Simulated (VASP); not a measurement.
# Cs (P4/mmm) in VASP: notebook, part 2 of 2

VASP 6.6.1. The steps go on from the part before.

## Step 3: Single point, PBE

This run uses another cell than the first one, of 128.09 Å³/atom.

File INCAR:

```
PREC = Accurate ; ENCUT = 520
EDIFF = 1E-7 ; ISMEAR = 0
SIGMA = 0.1 ; LREAL = F
LASPH = T ; NELM = 80
ALGO = Fast ; ISIF = 2
LWAVE = F ; LCHARG = T
GGA = PE ; LELF = T
LVHAR = T ; NBANDS = 10
```

File KPOINTS:

```
Automatic mesh
0
Gamma
  12 12 12
```

File POSCAR:

```
Cs
1.0
    5.0433060731      0.0000000000      0.0000000000
    0.0000000000      5.0433060731      0.0000000000
    0.0000000000      0.0000000000      5.0360807514
Cs
1
Direct
    0.5000000000      0.5000000000      0.5000000000
```

Potentials or basis: VASP PAW PBE potentials, release 64 (Cs_sv).

On the command line:

```sh
cat potpaw_PBE.64/Cs_sv/POTCAR > POTCAR
mpirun -np 1 vasp_std > vasp.out
```

Wall time 1.9 min (1 thread of Intel Xeon 6975P-C (Granite Rapids), shared host); peak memory 0.4 GiB.

The run converged. Its results:

```
Free energy            : -0.7611 eV
Pressure               : 0.0 GPa
Band gap on the k mesh : zero (an odd number of electrons rules out a gap without spin polarisation)
```

Levels at points of the mesh, in eV from the Fermi level:
| k point | band 2 | band 3 | band 4 | band 5 | band 6 | band 7 |
| --- | --- | --- | --- | --- | --- | --- |
| (0.00, 0.00, 0.00) | -10.80 | -10.80 | -10.80 | -1.58 | 1.34 | 1.34 |
| (0.50, 0.00, 0.00) | -10.95 | -10.79 | -10.79 | -0.21 | 0.40 | 1.75 |
| (0.50, 0.50, 0.00) | -10.93 | -10.93 | -10.77 | 0.36 | 1.13 | 1.93 |
| (0.00, 0.00, 0.50) | -10.95 | -10.79 | -10.79 | -0.21 | 0.40 | 1.76 |
| (0.50, 0.00, 0.50) | -10.94 | -10.93 | -10.78 | 0.36 | 1.14 | 1.94 |
| (0.50, 0.50, 0.50) | -10.92 | -10.92 | -10.92 | 1.08 | 1.08 | 1.09 |

Caveat: spin-orbit coupling is left out, which moves the levels of the heavy elements.

## Step 4: Single point, PBE

This run uses another cell than the first one, of 128.09 Å³/atom.

File INCAR:

```
PREC = Accurate
ENCUT = 520
EDIFF = 1E-6
ISMEAR = -1
SIGMA = 0.15
LREAL = F
LASPH = T
NELM = 80
ALGO = Fast
ISIF = 2
LWAVE = F
LCHARG = F
GGA = PE
NBANDS = 10
```

File KPOINTS:

```
regular mesh
0
Gamma
  12 12 12
```

POSCAR is that of step 3.

Potentials or basis: VASP PAW PBE potentials, release 64 (Cs_sv).

On the command line:

```sh
cat potpaw_PBE.64/Cs_sv/POTCAR > POTCAR
mpirun -np 1 vasp_std > vasp.out
```

OUTCAR:

```text
PREC = Accurate
   ENCUT = 520
   EDIFF = 1E-6
   ISMEAR = -1
   LREAL = F
   LASPH = T
   NELM = 80
   ISIF = 2
   GGA = PE

 ion  position               nearest neighbor table
   1  0.500  0.500  0.500-

  LATTYP: Found a simple tetragonal cell.
 ALAT       =     5.0433060731
 C/A-ratio  =     0.9985673442

  Lattice vectors:

 A1 = (   5.0433060731,   0.0000000000,   0.0000000000)
 A2 = (   0.0000000000,   5.0433060731,   0.0000000000)
[... 490 lines left out ...]
      8       2.4601      0.00000
      9       3.3452      0.00000
     10       3.5881      0.00000

 [... further k-points ...]

------------------------ aborting loop because EDIFF is reached ----------------------------------------

  FORCE on cell =-STRESS in cart. coord.  units (eV):
  Direction    XX          YY          ZZ          XY          YZ          ZX
  --------------------------------------------------------------------------------------
  -------------------------------------------------------------------------------------
  Total       -0.0118896     -0.0118896     -0.0063389      0.0000000     -0.0000000     -0.0000000
  in kB       -0.1487145     -0.1487145     -0.0792866      0.0000000     -0.0000000     -0.0000000
  external PRESSURE =      -0.1255719 kB  Pullay stress =       0.0000000 kB

 VOLUME and BASIS-vectors are now :
 -----------------------------------------------------------------------------
  energy-cutoff  :      520.00
  volume of cell :      128.09
      direct lattice vectors                 reciprocal lattice vectors
     5.043306073  0.000000000  0.000000000     0.198282632  0.000000000  0.000000000
     0.000000000  5.043306073  0.000000000     0.000000000  0.198282632  0.000000000
     0.000000000  0.000000000  5.036080751     0.000000000  0.000000000  0.198567110

 POSITION                                       TOTAL-FORCE (eV/Angst)
 -----------------------------------------------------------------------------------
      2.52165      2.52165      2.51804         0.000000      0.000000      0.000000
 -----------------------------------------------------------------------------------
    total drift:                                0.000000      0.000000     -0.000000

  FREE ENERGIE OF THE ION-ELECTRON SYSTEM (eV)
  ---------------------------------------------------
  free  energy   TOTEN  =        -0.8018914495 eV

  energy  without entropy=       -0.7122305553  energy(sigma->0) =       -0.75706100
```

OSZICAR:

```text
N       E                     dE             d eps       ncg     rms          rms(c)
DAV:   1     0.633484771600E+02    0.63348E+02   -0.29248E+03  3920   0.593E+02
DAV:   2     0.503019225048E+01   -0.58318E+02   -0.57135E+02  5338   0.110E+02
DAV:   3    -0.714808780982E+00   -0.57450E+01   -0.57383E+01  4516   0.440E+01
DAV:   4    -0.800873410923E+00   -0.86065E-01   -0.86049E-01  4874   0.639E+00
DAV:   5    -0.801381713728E+00   -0.50830E-03   -0.50829E-03  5586   0.474E-01    0.150E-01
RMM:   6    -0.801351698828E+00    0.30015E-04   -0.10757E-03  4122   0.163E-01    0.108E-01
RMM:   7    -0.801864124017E+00   -0.51243E-03   -0.51431E-03  4402   0.350E-01    0.458E-02
RMM:   8    -0.801880714647E+00   -0.16591E-04   -0.27163E-04  5570   0.101E-01    0.604E-03
RMM:   9    -0.801888114189E+00   -0.73995E-05   -0.35702E-05  5771   0.337E-02    0.480E-03
RMM:  10    -0.801890863434E+00   -0.27492E-05   -0.89701E-06  5182   0.154E-02    0.178E-03
RMM:  11    -0.801891449504E+00   -0.58607E-06   -0.24061E-06  5037   0.663E-03
   1 F= -.80189145E+00 E0= -.75706100E+00  d E =-.896609E-01
```

stdout:

```text
POSCAR found type information on POSCAR Cs
 POSCAR found :  1 types and       1 ions
 scaLAPACK will be used
 LDA part: xc-table for (Slater+PW92), standard interpolation
 POSCAR, INCAR and KPOINTS ok, starting setup
 FFT: planning ... GRIDC
 FFT: planning ... GRID_SOFT
 FFT: planning ... GRID
 WAVECAR not read
 entering main loop
```

Wall time 72 s (1 thread of Intel Xeon 6975P-C (Granite Rapids), shared host); peak memory 0.4 GiB.

Results:

```
Free energy            : -0.8019 eV
Pressure               : 0.0 GPa
Band gap on the k mesh : zero (an odd number of electrons rules out a gap without spin polarisation)
```

Caveat: spin-orbit coupling is left out, which moves the levels of the heavy elements.

## Step 5: Overview

| cell | k mesh | smearing | gap on the mesh (eV) | pressure (GPa) |
| --- | --- | --- | --- | --- |
| a = 5.044, b = 5.044, c = 4.946 Å, 1 atom | 4 × 4 × 4 | gaussian 0.1 eV | none | 0.0 |
| a = 5.043, b = 5.043, c = 5.036 Å, 1 atom | 12 × 12 × 12 | gaussian 0.1 eV | none | 0.0 |
| a = 5.043, b = 5.043, c = 5.036 Å, 1 atom | 12 × 12 × 12 | fermi-dirac 0.15 eV | none | 0.0 |

Alike in all rows: task single point; level PBE; potentials or basis VASP PAW PBE potentials, release 64 (Cs_sv); no spin polarisation; cutoff (eV) 520.

Caveats: spin-orbit coupling is left out, which moves the levels of the heavy elements.

Total energies depend on the potentials used, so only differences within one code and one set of settings carry meaning.
